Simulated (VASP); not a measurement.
A run of VASP 6.6.1:

The input INCAR:

```
SYSTEM = C
PREC = Accurate ; ENCUT = 520
EDIFF = 1E-6 ; ISMEAR = -1
SIGMA = 0.02 ; LREAL = .False.
LASPH = .True. ; NELM = 80
ALGO = Normal ; ISIF = 2
LWAVE = .False. ; LCHARG = .False.
NBANDS = 16
```

The input KPOINTS:

```
regular mesh
0
Gamma
  10 10 7
  0 0 0
```

The input POSCAR:

```
C
1.0
    1.7658745511      1.7658745511      0.0000000000
   -1.7658745511      1.7658745511      0.0000000000
    0.0000000000      0.0000000000      3.5317491022
C
4
Direct
    0.2500000000      0.5000000000      0.3750000000
    0.7500000000      0.0000000000      0.8750000000
    0.2500000000      0.0000000000      0.1250000000
    0.7500000000      0.5000000000      0.6250000000
```

Potentials or basis: VASP PAW LDA potentials, release 64 (C).

Launch:

```sh
$ cat potpaw_LDA.64/C/POTCAR > POTCAR
$ mpirun -np 1 vasp_std > vasp.out
```

Hardware: 1 thread of Intel Xeon 8259CL, with other jobs on the host.

Problem. Estimate the wall time of this run.

Solution. It took 26 s on 1 thread of Intel Xeon 8259CL, on a shared host, peak memory 0.13 GiB. Counts: scf iterations 11, k points 84.
